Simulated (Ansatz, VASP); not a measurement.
# Two plane-wave programs on MnPt2

File POSCAR:

```
MnPt2
1.0
    2.8000532941      0.0000000000      0.0000000000
   -1.4000266470      2.4249172847      0.0000000000
    0.0000000000      0.0000000000      6.3991501735
Pt Mn
2 1
Direct
    0.6666666667      0.3333333333      0.3162060000
    0.3333333333      0.6666666667      0.6837940000
    0.0000000000      0.0000000000      0.0000000000
```

Contents of INCAR.step1:

```
SYSTEM = MnPt2
PREC     = Accurate       ! precision mode
ENCUT    = 520            ! plane-wave cutoff, eV
ISMEAR   = -1             ! smearing method
SIGMA    = 0.05           ! smearing width, eV
LREAL    = .False.        ! projectors in reciprocal space
LASPH    = .True.         ! aspherical terms in the spheres
NELM     = 150            ! most SCF steps
ISPIN    = 2              ! spin polarisation
MAGMOM   = 0 0 4          ! initial moments
LMAXMIX  = 4              ! l up to which the mixer works
NBANDS   = 28             ! bands
GGA      = PE             ! functional
ALGO     = Normal         ! electronic algorithm
EDIFF    = 1E-4           ! SCF threshold, eV
LWAVE    = .True.         ! write WAVECAR
LCHARG   = .False.        ! write CHGCAR
```

File INCAR.step2:

```
SYSTEM = MnPt2
PREC     = Accurate       ! precision mode
ENCUT    = 520            ! plane-wave cutoff, eV
EDIFF    = 1E-6           ! SCF threshold, eV
ISMEAR   = -1             ! smearing method
SIGMA    = 0.05           ! smearing width, eV
LREAL    = .False.        ! projectors in reciprocal space
LASPH    = .True.         ! aspherical terms in the spheres
NELM     = 150            ! most SCF steps
ALGO     = Normal         ! electronic algorithm
ISIF     = 2              ! what is computed and relaxed
LWAVE    = .False.        ! write WAVECAR
LCHARG   = .False.        ! write CHGCAR
ISPIN    = 2              ! spin polarisation
MAGMOM   = 0 0 4          ! initial moments
LORBIT   = 11             ! projections on sites
LMAXMIX  = 4              ! l up to which the mixer works
METAGGA  = R2SCAN         ! meta-GGA
LMIXTAU  = .True.       
NBANDS   = 28             ! bands
ISTART   = 1
```

Contents of KPOINTS:

```
regular mesh
0
Gamma
  11 11 4
  0 0 0
```

File input.yaml:

```yaml
crystal:
  lattice:
    - [2.8000532941, 0.0, 0.0]
    - [-1.400026647, 2.4249172847, 0.0]
    - [0.0, 0.0, 6.3991501735]
  atoms:
    - { symbol: Pt, position: [0.6666666667, 0.3333333333, 0.316206] }
    - { symbol: Pt, position: [0.3333333333, 0.6666666667, 0.683794] }
    - { symbol: Mn, position: [0.0, 0.0, 0.0], spin: 4.0 }
hamiltonian:
  xc: r2scan
  pseudopotentials: { kind: paw }
magnetization:
  spin_polarized: true
kpoints:
  mp_grid: { grid: [11, 11, 4] }
scf:
  occupations: { method: fermi_dirac, width: 0.05 }
output:
  forces: true
  stress: true
  eigenvalues: true
  write_density: true
  write_potential: true
  elf: true
  volumetric_format: npy
```

Alike in both runs: task single point; functional r2SCAN; k mesh 11 × 11 × 4; occupations fermi-dirac, width 0.05 eV; collinear spin.

|  | VASP | Ansatz |
| --- | --- | --- |
| version | VASP 6.6.1 | Ansatz 0.2.0 |
| potentials or method | VASP PAW PBE potentials, release 64 (Pt, Mn_pv) | Ansatz PAW |
| plane-wave cutoff (eV) | 520 | 500 |
| valence electrons in the cell | 33 | 51 |

|  | VASP | Ansatz | Ansatz less VASP |
| --- | --- | --- | --- |
| gap on the k mesh at the Fermi level (eV) | none | none | - |
| pressure (GPa) | 12.2 | 11.6 | -0.62 |
| traceless stress, the component that is largest in VASP (GPa) | 2.47 | 2.32 | -0.147 |
| rms of the force components (eV/Å) | 0.095 | 0.091 | -0.0043 |
| net moment per atom (μB) | 1.59 | 1.59 | 0.000 |
| size of the moment on the site where the two differ most (μB) | 3.98 | 3.94 | -0.037 |

VASP's potentials were made for PBE, not for r2SCAN. Site moments also hang on the region over which each program counts them. Atom by atom the forces differ by 0.004 eV/Å (rms over components). A gap of «none» marks a metal or a gap that the smearing closes. VASP's potentials hold 33 valence electrons a cell and Ansatz's 51, so a difference there can come from the potentials and not from the codes.

Spin-orbit coupling is off throughout. Noted on Ansatz's run: the magnetic or orbital state may not be the lowest.
